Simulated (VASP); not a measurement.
# Ni (Im-3m) in VASP: notebook

Runs on Ni. Level: PBEsol. Tasks: single point.

Program: VASP 6.6.1. These are calculated values, not measurements. Logs are shortened: lines on timing, memory, paths and dates and some standing lists are left out, and cuts for length are marked.

## Step 1: The cell of the first run

Symmetry: Im-3m, No. 229, cubic system. Conventional cell: a = 2.751 Å, b = 2.751 Å, c = 2.751 Å, α = 90.00°, β = 90.00°, γ = 90.00°. Ni (site symmetry m-3m) has 14 Ni at 2.38 to 2.75 Å within 3.1 Å.

## Step 2: Single point, PBEsol

The input, INCAR:

```
SYSTEM = Ni
PREC     = Accurate       ! precision mode
ENCUT    = 520            ! plane-wave cutoff, eV
EDIFF    = 1E-7           ! SCF threshold, eV
ISMEAR   = -1             ! smearing method
SIGMA    = 0.1            ! smearing width, eV
LREAL    = .False.        ! projectors in reciprocal space
LASPH    = .True.         ! aspherical terms in the spheres
NELM     = 80             ! most SCF steps
ALGO     = Normal         ! electronic algorithm
ISIF     = 2              ! what is computed and relaxed
LWAVE    = .False.        ! write WAVECAR
LCHARG   = .False.        ! write CHGCAR
GGA      = PS             ! functional
NBANDS   = 11             ! bands
```

The input, KPOINTS:

```
regular mesh
0
Gamma
  16 16 16
  0 0 0
```

The input, POSCAR:

```
Ni
1.0
   -1.3756716208      1.3756716208      1.3756716208
    1.3756716208     -1.3756716208      1.3756716208
    1.3756716208      1.3756716208     -1.3756716208
Ni
1
Direct
    0.0000000000      0.0000000000      0.0000000000
```

Potentials or basis: VASP PAW PBE potentials, release 64 (Ni).

Command:

```bash
$ cat potpaw_PBE.64/Ni/POTCAR > POTCAR
$ mpirun -np 1 vasp_std > vasp.out
```

OUTCAR:

```text
SYSTEM = Ni
   PREC = Accurate
   ENCUT = 520
   EDIFF = 1E-7
   ISMEAR = -1
   LREAL = .False.
   LASPH = .True.
   NELM = 80
   ISIF = 2
   GGA = PS

 ion  position               nearest neighbor table
   1  0.000  0.000  0.000-

  LATTYP: Found a body centered cubic cell.
 ALAT       =     2.7513432416

  Lattice vectors:

 A1 = (  -1.3756716208,   1.3756716208,   1.3756716208)
 A2 = (   1.3756716208,  -1.3756716208,   1.3756716208)
 A3 = (   1.3756716208,   1.3756716208,  -1.3756716208)

Analysis of symmetry for initial positions (statically):
=====================================================================
 Subroutine PRICEL returns:
 Original cell was already a primitive cell.

 Routine SETGRP: Setting up the symmetry group for a
 body centered cubic supercell.

 Subroutine GETGRP returns: Found 48 space group operations
 (whereof 48 operations were pure point group operations)
 out of a pool of 48 trial point group operations.

The static configuration has the point symmetry O_h .

Analysis of symmetry for dynamics (positions and initial velocities):
=====================================================================
 Subroutine PRICEL returns:
 Original cell was already a primitive cell.

 Routine SETGRP: Setting up the symmetry group for a
 body centered cubic supercell.

 Subroutine GETGRP returns: Found 48 space group operations
 (whereof 48 operations were pure point group operations)
 out of a pool of 48 trial point group operations.

The dynamic configuration has the point symmetry O_h .

 Subroutine INISYM returns: Found 48 space group operations
 (whereof 48 operations are pure point group operations),
 and found     1 'primitive' translations

----------------------------------------------------------------------------------------

                                     Primitive cell

  volume of cell :      10.4137

  direct lattice vectors                    reciprocal lattice vectors
    -1.375671621  1.375671621  1.375671621     0.000000000  0.363458832  0.363458832
     1.375671621 -1.375671621  1.375671621     0.363458832  0.000000000  0.363458832
     1.375671621  1.375671621 -1.375671621     0.363458832  0.363458832  0.000000000

  length of vectors
     2.382733142  2.382733142  2.382733142     0.514008409  0.514008409  0.514008409

  position of ions in fractional coordinates (direct lattice)
     0.000000000  0.000000000  0.000000000

  ion indices of the primitive-cell ions
   primitive index   ion index
                 1           1

----------------------------------------------------------------------------------------

 KPOINTS: regular mesh

Automatic generation of k-mesh.
 Grid dimensions read from file:
 generate k-points for:   16   16   16

 Generating k-lattice:

  Cartesian coordinates                     Fractional coordinates (reciprocal lattice)
     0.000000000  0.022716177  0.022716177     0.062500000  0.000000000  0.000000000
     0.022716177  0.000000000  0.022716177     0.000000000  0.062500000  0.000000000
     0.022716177  0.022716177  0.000000000     0.000000000  0.000000000  0.062500000

  Length of vectors
     0.032125526  0.032125526  0.032125526

  Shift w.r.t. Gamma in fractional coordinates (k-lattice)
     0.000000000  0.000000000  0.000000000

 Subroutine IBZKPT returns following result:
 ===========================================

 Found    145 irreducible k-points:

 Following reciprocal coordinates:
            Coordinates               Weight
  0.000000  0.000000  0.000000      1.000000
  0.062500  0.000000  0.000000     12.000000
  0.125000  0.000000  0.000000     12.000000
  0.187500  0.000000  0.000000     12.000000
  0.250000  0.000000  0.000000     12.000000
  0.312500  0.000000  0.000000     12.000000
[... 16 lines left out ...]
  0.187500  0.187500  0.000000     24.000000
  0.250000  0.187500 -0.000000     48.000000
 [... further k-points ...]
   k-points           NKPTS =    145   k-points in BZ     NKDIM =    145   number of bands    NBANDS=     11
   number of dos      NEDOS =    301   number of ions     NIONS =      1
   total plane-waves  NPLWV =   5832
   dimension x,y,z NGX =    18 NGY =   18 NGZ =   18
   dimension x,y,z NGXF=    36 NGYF=   36 NGZF=   36
   ions per type =               1
   NGX,Y,Z   is equivalent  to a cutoff of  12.56, 12.56, 12.56 a.u.
   NGXF,Y,Z  is equivalent  to a cutoff of  25.12, 25.12, 25.12 a.u.
 SYSTEM =  Ni
   PREC   = accura    normal or accurate (medium, high low for compatibility)
   ISTART =      0    job   : 0-new  1-cont  2-samecut
   ICHARG =      2    charge: 1-file 2-atom 10-const
   ISPIN  =      1    spin polarized calculation?
   LNONCOLLINEAR =      F non collinear calculations
   LSORBIT =      F    spin-orbit coupling
   LASPH  =      T    aspherical Exc in radial PAW
   ENCUT  =  520.0 eV  38.22 Ry    6.18 a.u.   4.43  4.43  4.43*2*pi/ulx,y,z
   NELM   =     80;   NELMIN=  2; NELMDL= -5     # of ELM steps
   EDIFF  = 0.1E-06   stopping-criterion for ELM
   LREAL  =      F    real-space projection
   EDIFFG = 0.1E-05   stopping-criterion for IOM
   NSW    =      0    number of steps for IOM
   IBRION =     -1    ionic relax: 0-MD 1-quasi-New 2-CG
   NFREE  =      0    steps in history (QN), initial steepest desc. (CG)
   ISIF   =      2    stress and relaxation
   ISYM   =      2    0-nonsym 1-usesym 2-fastsym
   POTIM  = 0.5000    time-step for ionic-motion
   TEBEG  =    0.0;   TEEND  =   0.0 temperature during run
   PSTRESS=    0.0 pullay stress
   NELECT =      10.0000    total number of electrons
   NUPDOWN=      -1.0000    fix difference up-down
   EMIN   =  10.00;   EMAX   =-10.00  energy-range for DOS
   EFERMI =   0.00;   METHOD = LEGACY
   ISMEAR =    -1;   SIGMA  =   0.10  broadening in eV -4-tet -1-fermi 0-gaus
   EFERMI_NEDOS =   21; number of points for ismear=-14 and -15
   IALGO  =     38    algorithm
   IMIX   =      4    mixing-type and parameters
     AMIX     =   0.40;   BMIX     =  1.00
     AMIX_MAG =   1.60;   BMIX_MAG =  1.00
  volume/ion in A,a.u.               =      10.41        70.27
  Fermi-wavevector in a.u.,A,eV,Ry     =   1.615127  3.052148 35.492644  2.608636
  Thomas-Fermi vector in A             =   2.709925
   LORBIT       =      0    0 simple, 1 ext, 2 COOP (PROOUT), +10 PAW based schemes
   GGA     = PS    functional components
   LHFCALC =     F    Hartree Fock is set to
   AEXX    =    0.0000 exact exchange contribution
   IVDW    =     0    specifies the selected vdW correction
   LEPSILON=     F    determine dielectric tensor
   LRPA    =     F    only Hartree local field effects (RPA)
 non-spin polarized calculation
  energy-cutoff  :      520.00
  volume of cell :       10.41
 maximum number of plane-waves:       321
 NGX is ok and might be reduce to    18
   NGX =  9   NGY =  9   NGZ =  9

 number of electron      10.0000011 magnetization

 Free energy of the ion-electron system (eV)
  ---------------------------------------------------
  ext. energy  EPLUGINS =         0.00000000
  ---------------------------------------------------
  free energy    TOTEN  =        -6.05662598 eV

  energy without entropy =       -5.98918793  energy(sigma->0) =       -6.02290695

 E-fermi :   9.6343     XC(G=0): -13.6937

 val. band max:        9.6290524078   @ k =   0.3750   0.0000   0.0000
 cond. band min:       9.6360558905   @ k =  -0.3750   0.4375   0.1875
 fundamental gap:      0.0070034827
 Fermi energy:         9.6342727272

 k-point     1 :       0.0000    0.0000    0.0000
  band No.  band energies     occupation
      1       0.4516      2.00000
      2       7.5994      2.00000
      3       7.5994      2.00000
      4       7.5995      2.00000
      5       9.0357      1.99499
      6       9.0357      1.99499
      7      36.5441      0.00000
      8      36.5441      0.00000
      9      36.5441      0.00000
     10      41.7490      0.00000
     11      41.7490      0.00000

 k-point     2 :       0.0625    0.0000    0.0000
  band No.  band energies     occupation
      1       0.6189      2.00000
      2       7.5586      2.00000
      3       7.5957      2.00000
      4       7.6790      2.00000
      5       8.9943      1.99668
      6       9.0389      1.99482
      7      35.2589      0.00000
      8      36.2481      0.00000
      9      36.3509      0.00000
     10      40.6849      0.00000
     11      41.0102      0.00000

 k-point     3 :       0.1250    0.0000    0.0000
  band No.  band energies     occupation
      1       1.1111      2.00000
      2       7.4433      2.00000
      3       7.5724      2.00000
      4       7.9101      2.00000
      5       8.8993      1.99872
      6       9.0494      1.99425
      7      32.4458      0.00000
      8      35.2027      0.00000
      9      35.9008      0.00000
     10      38.5955      0.00000
     11      39.6271      0.00000

 k-point     4 :       0.1875    0.0000    0.0000
  band No.  band energies     occupation
      1       1.8945      2.00000
      2       7.2738      2.00000
      3       7.5108      2.00000
      4       8.2697      2.00000
      5       8.8206      1.99941
      6       9.0690      1.99301
      7      29.1784      0.00000
      8      33.6934      0.00000
      9      35.3970      0.00000
     10      36.3951      0.00000
     11      38.7473      0.00000

 k-point     5 :       0.2500    0.0000    0.0000
  band No.  band energies     occupation
      1       2.8896      2.00000
      2       7.0781      2.00000
      3       7.4517      2.00000
      4       8.7176      1.99979
      5       8.8116      1.99947
      6       9.0984      1.99063
      7      25.8776      0.00000
      8      32.1921      0.00000
      9      34.4278      0.00000
     10      34.9505      0.00000
     11      38.2411      0.00000
[... 211 lines left out ...]
 k-point    21 :       0.3750    0.1250    0.0000
  band No.  band energies     occupation
      1       5.2518      2.00000
      2       6.6597      2.00000
      3       8.0016      2.00000
      4       8.9398      1.99807
      5       9.3936      1.83461
      6      11.3224      0.00000
      7      17.8297      0.00000
      8      25.8943      0.00000
      9      29.9017      0.00000
     10      36.1097      0.00000
     11      41.4690      0.00000

 k-point    22 :       0.4375    0.1250   -0.0000
  band No.  band energies     occupation
      1       5.2990      2.00000
      2       6.6290      2.00000
      3       8.1950      2.00000
      4       8.9541      1.99778
      5       9.4672      1.68331
      6      11.8939      0.00000
      7      16.7504      0.00000
      8      25.7097      0.00000
      9      29.6838      0.00000
     10      36.0654      0.00000
     11      41.4861      0.00000

 k-point    23 :       0.1875    0.1875    0.0000
  band No.  band energies     occupation
      1       4.2590      2.00000
      2       6.9478      2.00000
      3       7.0710      2.00000
      4       8.7269      1.99977
      5       9.2108      1.97145
      6       9.7470      0.48926
      7      24.6743      0.00000
      8      25.4765      0.00000
      9      31.6271      0.00000
     10      37.0302      0.00000
     11      40.5528      0.00000

 k-point    24 :       0.2500    0.1875   -0.0000
  band No.  band energies     occupation
      1       5.0949      2.00000
      2       6.7776      2.00000
      3       7.1161      2.00000
      4       8.7980      1.99953
      5       9.2656      1.95110
      6      10.5839      0.00015
      7      21.9541      0.00000
      8      24.1804      0.00000
      9      30.6386      0.00000
     10      37.1533      0.00000
     11      41.0715      0.00000

 [... further k-points ...]
[... 5 lines left out ...]
  --------------------------------------------------------------------------------------
  -------------------------------------------------------------------------------------
  Total       -0.0001502     -0.0001502     -0.0001502      0.0000000      0.0000000     -0.0000000
  in kB       -0.0231017     -0.0231017     -0.0231017      0.0000000      0.0000000     -0.0000000
  external PRESSURE =      -0.0231017 kB  Pullay stress =       0.0000000 kB

 VOLUME and BASIS-vectors are now :
 -----------------------------------------------------------------------------
  energy-cutoff  :      520.00
  volume of cell :       10.41
      direct lattice vectors                 reciprocal lattice vectors
    -1.375671621  1.375671621  1.375671621     0.000000000  0.363458832  0.363458832
     1.375671621 -1.375671621  1.375671621     0.363458832  0.000000000  0.363458832
     1.375671621  1.375671621 -1.375671621     0.363458832  0.363458832  0.000000000

 POSITION                                       TOTAL-FORCE (eV/Angst)
 -----------------------------------------------------------------------------------
      0.00000      0.00000      0.00000         0.000000     -0.000000      0.000000
 -----------------------------------------------------------------------------------
    total drift:                                0.000000      0.000000      0.000000

  FREE ENERGIE OF THE ION-ELECTRON SYSTEM (eV)
  ---------------------------------------------------
  free  energy   TOTEN  =        -6.0566259805 eV

  energy  without entropy=       -5.9891879275  energy(sigma->0) =       -6.02290695
```

It took 6.3 s on 1 thread of Intel Xeon 6975P-C (Granite Rapids), shared host; peak memory 0.13 GiB.

Results:

```yaml
Free_energy: -6.0566 eV
Pressure: 0.0 GPa
Band_gap_on_the_k_mesh: zero (band 5 reaches 10.04 eV, above the bottom of band 6 at 8.97 eV)
```

Levels at points of the mesh, in eV from the Fermi level:
| k point | band 3 | band 4 | band 5 | band 6 | band 7 | band 8 |
| --- | --- | --- | --- | --- | --- | --- |
| (0.00, 0.00, 0.00) | -2.03 | -2.03 | -0.60 | -0.60 | 26.91 | 26.91 |
| (0.50, 0.00, 0.00) | -0.65 | -0.43 | 0.22 | 0.41 | 7.02 | 19.51 |
| (0.50, 0.50, 0.50) | 0.17 | 0.17 | 0.17 | 10.08 | 10.08 | 10.08 |

Caveat: the PAW data sets were made with another functional, which shifts forces and pressure a little; the run has no spin polarisation, though such a crystal can be magnetic.

## Step 3: Single point, PBEsol (volume scaled by 0.88)

The input, INCAR:

```
SYSTEM = Ni
PREC = Accurate
ENCUT = 520
EDIFF = 1E-7
ISMEAR = -1
SIGMA = 0.1
LREAL = .False.
LASPH = .True.
NELM = 80
ALGO = Normal
ISIF = 2
LWAVE = .False.
LCHARG = .False.
GGA = PS
NBANDS = 11
```

The input, KPOINTS:

```
regular mesh
0
Gamma
  18 18 18
  0 0 0
```

The input, POSCAR:

```
Ni
1.0
   -1.3182840642      1.3182840642      1.3182840642
    1.3182840642     -1.3182840642      1.3182840642
    1.3182840642      1.3182840642     -1.3182840642
Ni
1
Direct
    0.0000000000      0.0000000000      0.0000000000
```

Potentials or basis: VASP PAW PBE potentials, release 64 (Ni).

Command:

```bash
$ cat potpaw_PBE.64/Ni/POTCAR > POTCAR
$ mpirun -np 1 vasp_std > vasp.out
```

Run time: 8.3 s. Hardware: 1 thread of Intel Xeon 6975P-C (Granite Rapids), shared host; peak memory 0.13 GiB.

The run converged. Its results:

* Free energy: -5.9241 eV
* Pressure: 38.9 GPa
* Band gap on the k mesh: zero (band 5 reaches 12.18 eV, above the bottom of band 6 at 10.87 eV)

Levels at points of the mesh, in eV from the Fermi level:
```tsv
k point	band 3	band 4	band 5	band 6	band 7	band 8
(0.00, 0.00, 0.00)	-2.45	-2.45	-0.73	-0.73	28.22	28.22
(0.50, 0.00, 0.00)	-0.78	-0.51	0.03	0.51	8.09	20.64
(0.50, 0.50, 0.50)	0.22	0.22	0.22	10.91	10.91	10.91
```

Caveat: the PAW data sets were made with another functional, which shifts forces and pressure a little; the run has no spin polarisation, though such a crystal can be magnetic.

## Step 4: Single point, PBEsol (volume scaled by 0.92)

The input, INCAR:

```
SYSTEM = Ni
PREC = Accurate ; ENCUT = 520
EDIFF = 1E-6 ; ISMEAR = -1
SIGMA = 0.1 ; LREAL = .FALSE.
LASPH = .TRUE. ; NELM = 60
ALGO = Normal ; ISIF = 2
LWAVE = .FALSE. ; LCHARG = .TRUE.
GGA = PS ; LELF = .TRUE.
LVHAR = .TRUE. ; NBANDS = 11
```

The input, KPOINTS:

```
regular mesh
0
G
  18 18 18
  0 0 0
```

The input, POSCAR:

```
Ni
1.0
   -1.3379628470      1.3379628470      1.3379628470
    1.3379628470     -1.3379628470      1.3379628470
    1.3379628470      1.3379628470     -1.3379628470
Ni
1
Direct
    0.0000000000      0.0000000000      0.0000000000
```

Command:

```bash
$ cat potpaw_PBE.64/Ni/POTCAR > POTCAR
$ mpirun -np 1 vasp_std > vasp.out
```

Run time: 7.7 s. Hardware: 1 thread of Intel Xeon 6975P-C (Granite Rapids), shared host; peak memory 0.13 GiB.

Results (log left out):

```yaml
Free_energy: -6.0035 eV
Pressure: 22.8 GPa
Band_gap_on_the_k_mesh: zero (band 5 reaches 11.40 eV, above the bottom of band 6 at 10.18 eV)
```

Levels at points of the mesh, in eV from the Fermi level:
| k point | band 3 | band 4 | band 5 | band 6 | band 7 | band 8 |
| --- | --- | --- | --- | --- | --- | --- |
| (0.00, 0.00, 0.00) | -2.29 | -2.29 | -0.68 | -0.68 | 27.77 | 27.77 |
| (0.50, 0.00, 0.00) | -0.73 | -0.48 | 0.10 | 0.48 | 7.71 | 20.25 |
| (0.50, 0.50, 0.50) | 0.20 | 0.20 | 0.20 | 10.61 | 10.61 | 10.61 |

Caveat: the PAW data sets were made with another functional, which shifts forces and pressure a little; the run has no spin polarisation, though such a crystal can be magnetic.

(Part 1 of 2 ends here.)
